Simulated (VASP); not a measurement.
# Ga (C2/c) in VASP: notebook, part 2 of 3

VASP 6.6.1.

### Step 3. Electric field gradients, PBEsol (19.47 Å³/atom)

File INCAR:

```
PREC = Accurate
ENCUT = 520
EDIFF = 1E-8
ISMEAR = -1
SIGMA = 0.03
LREAL = False
LASPH = True
NELM = 60
ALGO = Normal
ISIF = 2
LWAVE = False
LCHARG = False
GGA = PS
LEFG = True
NBANDS = 20
```

File KPOINTS:

```
Automatic mesh
0
Gamma
  14 14 11
```

File POSCAR:

```
Ga
1.0
    1.4056761615     -4.0925199307      0.0000000000
    1.4056761615      4.0925199307      0.0000000000
   -0.1193757521      0.0000000000      3.3845287204
Ga
2
Direct
    0.8690000000      0.1310000000      0.2500000000
    0.1310000000      0.8690000000      0.7500000000
```

Potentials or basis: VASP PAW PBE potentials, release 64 (Ga_d).

On the command line:

```console
cat potpaw_PBE.64/Ga_d/POTCAR > POTCAR
mpirun -np 1 vasp_std > vasp.out
```

OUTCAR:

```text
PREC = Accurate
   ENCUT = 520
   EDIFF = 1E-8
   ISMEAR = -1
   LREAL = False
   LASPH = True
   NELM = 60
   ISIF = 2
   GGA = PS

 ion  position               nearest neighbor table
   1  0.869  0.131  0.250-   2 2.73   2 2.73   2 2.91   2 2.91
   2  0.131  0.869  0.750-   1 2.73   1 2.73   1 2.91   1 2.91

  LATTYP: Found a base centered monoclinic cell.
 ALAT       =     2.8113523230
 B/A-ratio  =     2.9114244396
 C/A-ratio  =     1.2046278548
 COS(beta)  =    -0.0352490928

  Lattice vectors:

 A1 = (   1.4056761615,  -4.0925199307,   0.0000000000)
 A2 = (   1.4056761615,   4.0925199307,   0.0000000000)
 A3 = (  -0.1193757521,   0.0000000000,   3.3845287204)

Analysis of symmetry for initial positions (statically):
=====================================================================
 Subroutine PRICEL returns:
 Original cell was already a primitive cell.

 Routine SETGRP: Setting up the symmetry group for a
 base centered monoclinic supercell.

 Subroutine GETGRP returns: Found  4 space group operations
 (whereof  2 operations were pure point group operations)
 out of a pool of  4 trial point group operations.

The static configuration has the point symmetry S_2 .
 The point group associated with its full space group is C_2h.

Analysis of symmetry for dynamics (positions and initial velocities):
=====================================================================
 Subroutine PRICEL returns:
 Original cell was already a primitive cell.

 Routine SETGRP: Setting up the symmetry group for a
 base centered monoclinic supercell.

 Subroutine GETGRP returns: Found  4 space group operations
[... 157 lines left out ...]

 k-point     1 :       0.0000    0.0000    0.0000
  band No.  band energies     occupation
      1      -9.9759      2.00000
      2      -9.9641      2.00000
      3      -9.9356      2.00000
      4      -9.9090      2.00000
      5      -9.6685      2.00000
      6      -9.6669      2.00000
[... 541 lines left out ...]
     19      15.9113      0.00000
     20      17.0651      0.00000

 [... further k-points ...]

------------------------ aborting loop because EDIFF is reached ----------------------------------------

  FORCE on cell =-STRESS in cart. coord.  units (eV):
  Direction    XX          YY          ZZ          XY          YZ          ZX
  --------------------------------------------------------------------------------------
  -------------------------------------------------------------------------------------
  Total       -0.9745414     -0.9669824     -0.9826168      0.0000000      0.0000000     -0.0133467
  in kB      -40.0965101    -39.7855027    -40.4287641      0.0000000      0.0000000     -0.5491354
  external PRESSURE =     -40.1035923 kB  Pullay stress =       0.0000000 kB

 VOLUME and BASIS-vectors are now :
 -----------------------------------------------------------------------------
  energy-cutoff  :      520.00
  volume of cell :       38.94
      direct lattice vectors                 reciprocal lattice vectors
     1.405676161 -4.092519931  0.000000000     0.355700704 -0.122174115  0.012545924
     1.405676161  4.092519931  0.000000000     0.355700704  0.122174115  0.012545924
    -0.119375752  0.000000000  3.384528720     0.000000000  0.000000000  0.295462111

 POSITION                                       TOTAL-FORCE (eV/Angst)
 -----------------------------------------------------------------------------------
      1.37583     -3.02028      0.84613         0.000000      0.157287     -0.000000
      1.31614      3.02028      2.53840        -0.000000     -0.157287      0.000000
 -----------------------------------------------------------------------------------
    total drift:                                0.000000      0.000000     -0.000000

  FREE ENERGIE OF THE ION-ELECTRON SYSTEM (eV)
  ---------------------------------------------------
  free  energy   TOTEN  =        -6.6391517189 eV

  energy  without entropy=       -6.6372561332  energy(sigma->0) =       -6.63820393

 Electric field gradients (V/A^2)
---------------------------------------------------------------------
 ion       V_xx      V_yy      V_zz      V_xy      V_xz      V_yz
---------------------------------------------------------------------
   1      -5.725   -17.070    22.795     0.000    -2.338    -0.000
   2      -5.725   -17.070    22.795     0.000    -2.338    -0.000
---------------------------------------------------------------------

 Electric field gradients after diagonalization (V/A^2)
 (convention: |V_zz| > |V_xx| > |V_yy|)
----------------------------------------------------------------------
 ion       V_xx      V_yy      V_zz     asymmetry (V_yy - V_xx)/ V_zz
----------------------------------------------------------------------
   1     -17.070    -5.916    22.985       0.485
   2     -17.070    -5.916    22.985       0.485
----------------------------------------------------------------------

           NMR quadrupolar parameters

 Cq : quadrupolar parameter    Cq=e*Q*V_zz/h
 eta: asymmetry parameters     (V_yy - V_xx)/ V_zz
 Q  : nuclear electric quadrupole moment in mb (millibarn)
----------------------------------------------------------------------
 ion       Cq(MHz)       eta       Q (mb)
----------------------------------------------------------------------
   1       0.056       0.485       1.000
   2       0.056       0.485       1.000
----------------------------------------------------------------------
```

It took 5.6 min on 1 thread of Intel Xeon 8259CL, shared host; peak memory 0.46 GiB.

Results:

* Free energy: -6.6392 eV
* Pressure: -4.0 GPa
* Largest force: 0.157 eV/Å
* Band gap on the k mesh: zero (bands 13 and 14 overlap by 7.68 eV)
* Largest electric field gradient by atom: Ga +23.0 V/Å²

Forces on the atoms (eV/Å):
```
Ga   0.000  0.157  0.000
Ga   0.000 -0.157  0.000
```

Stress tensor (GPa, compression positive):
```
-4.01  0.00 -0.05
 0.00 -3.98  0.00
-0.05  0.00 -4.04
```

Levels at points of the mesh, in eV from the Fermi level:
| k point | band 9 | band 10 | band 11 | band 12 | band 13 | band 14 | band 15 | band 16 | band 17 | band 18 |
| --- | --- | --- | --- | --- | --- | --- | --- | --- | --- | --- |
| (0.00, 0.00, 0.00) | -14.67 | -14.55 | -10.86 | -1.95 | -1.76 | 1.62 | 5.35 | 9.33 | 9.79 | 10.03 |
| (0.50, 0.00, 0.00) | -14.60 | -14.56 | -5.94 | -4.82 | -1.24 | -0.09 | 5.55 | 6.30 | 8.16 | 8.85 |
| (0.50, 0.50, 0.00) | -14.64 | -14.60 | -8.81 | -8.33 | 3.89 | 4.44 | 5.54 | 5.77 | 7.30 | 10.70 |

Electric field gradients, principal values (V/Å²):
| atom | least | middle | greatest (by size) |
| --- | --- | --- | --- |
| 1 Ga | -5.916 | -17.070 | 22.985 |
| 2 Ga | -5.916 | -17.070 | 22.985 |

Caveat: the cell stands under tension; without QUAD_EFG the Cq values of the log hold for a quadrupole moment of 1 mb, not for the nuclei; the PAW data sets were made with another functional, which shifts forces and pressure a little.

(Continued in part 3 of 3.)
